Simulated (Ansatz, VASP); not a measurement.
Two plane-wave programs on KCl

File INCAR:

```
SYSTEM = KCl
ALGO = Normal
EDIFF = 1E-8
ENCUT = 520
ISIF = 2
ISMEAR = -1
LASPH = .TRUE.
LCHARG = .FALSE.
LEFG = .TRUE.
LREAL = .FALSE.
LWAVE = .FALSE.
NBANDS = 15
NELM = 80
PREC = Accurate
SIGMA = 0.03
```

File KPOINTS:

```
k-points
0
G
  7 7 7
  0 0 0
```

The input POSCAR:

```
KCl
1.0
    0.0000000000      3.0916717177      3.0916717177
    3.0916717177      0.0000000000      3.0916717177
    3.0916717177      3.0916717177      0.0000000000
K Cl
1 1
Direct
    0.0000000000      0.0000000000      0.0000000000
    0.5000000000      0.5000000000      0.5000000000
```

Input for Ansatz:

```yaml
crystal:
  lattice:
    - [0.0, 3.0916717177, 3.0916717177]
    - [3.0916717177, 0.0, 3.0916717177]
    - [3.0916717177, 3.0916717177, 0.0]
  atoms:
    - { symbol: K, position: [0.0, 0.0, 0.0] }
    - { symbol: Cl, position: [0.5, 0.5, 0.5] }
kpoints:
  mp_grid: { grid: [7, 7, 7] }
scf:
  occupations: { method: fermi_dirac, width: 0.03 }
hamiltonian:
  xc: lda
  pseudopotentials: { kind: paw }
output:
  forces: true
  stress: true
  eigenvalues: true
  efg: { contact_densities: true }
```

Change from the starting cell: volume scaled by 0.94, PAW files.

Alike in both runs: task electric field gradients; functional LDA; k mesh 7 × 7 × 7; occupations fermi-dirac, width 0.03 eV; no spin polarisation.

|  | VASP | Ansatz |
| --- | --- | --- |
| version | VASP 6.6.1 | Ansatz 0.2.0 |
| potentials or method | VASP PAW LDA potentials, release 64 (K_sv, Cl) | PAW with Ansatz's default frozen-core files, scalar-relativistic |
| plane-wave cutoff (eV) | 520 | 420 |
| valence electrons in the cell | 16 | 16 |

```tsv
	VASP	Ansatz	Ansatz less VASP
gap on the k mesh at the Fermi level (eV)	4.93	4.92	-0.004
pressure (GPa)	-1.1	-1.1	-0.06
```

LDA's correlation is that of Perdew and Zunger in VASP and of Perdew and Wang (1992) in Ansatz.
